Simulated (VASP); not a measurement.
The system is CsLi.

```xyz
2
Lattice="3.8871 0.0000 0.0000 -1.9435 3.3663 0.0000 0.0000 0.0000 6.3635" Properties=species:S:1:pos:R:3 pbc="T T T"
Cs    0.0000    2.2442    3.1818
Li    0.0000    0.0000    0.0000
```

```yaml
Program: VASP 6.6.1
Task: relaxation of cell and atoms
Functional: PBE
Dispersion: D3(BJ)
Potentials_or_basis: VASP PAW PBE potentials, release 64 (Cs_sv, Li_sv)
Cutoff: 600 eV
k_mesh: 12 × 12 × 8
Occupations: gaussian, width 0.1 eV
Spin: no spin polarisation
```

At the start: pressure 1.2 GPa; volume 41.63 Å³/atom.

Task: Where does the relaxation end?

Result: Over 9 steps the energy falls by 57.7 meV/atom and the volume is 53.85 Å³/atom (+29.4 %); space group P-6m2 (No. 187, to 0.05 Å).

Step by step:
```csv
step,energy change (eV),largest force (eV/Å),pressure (GPa),volume (Å³)
1,0.0000,0.0000,1.23,83.27
2,-0.0348,0.0000,0.99,87.16
3,-0.1003,0.0000,0.34,99.46
4,-0.0756,0.0000,-0.63,126.88
5,-0.1139,0.0000,-0.04,108.71
6,-0.1139,0.0000,-0.06,109.26
7,-0.1147,0.0000,-0.04,108.77
8,-0.1153,0.0000,0.02,107.54
9,-0.1154,0.0000,0.01,107.71
```

Final structure:
```cif
data_structure
_symmetry_space_group_name_H-M 'P 1'
_symmetry_Int_Tables_number 1
_cell_length_a 4.4192
_cell_length_b 4.4192
_cell_length_c 6.3684
_cell_angle_alpha 90.000
_cell_angle_beta 90.000
_cell_angle_gamma 120.000
_cell_volume 107.71
loop_
_atom_site_label
_atom_site_type_symbol
_atom_site_fract_x
_atom_site_fract_y
_atom_site_fract_z
_atom_site_occupancy
Cs1 Cs 0.33333 0.66667 0.50000 1
Li1 Li 0.00000 0.00000 0.00000 1
```

Caveat: the cutoff is under 1.25 times the usual one of these potentials, so pressure, stress and relaxed cells hold a basis-set (Pulay) error; the volume moved by over 15 % at a fixed basis, so the end points are rough; pairwise dispersion overbinds metals, which lowers pressure and volume.
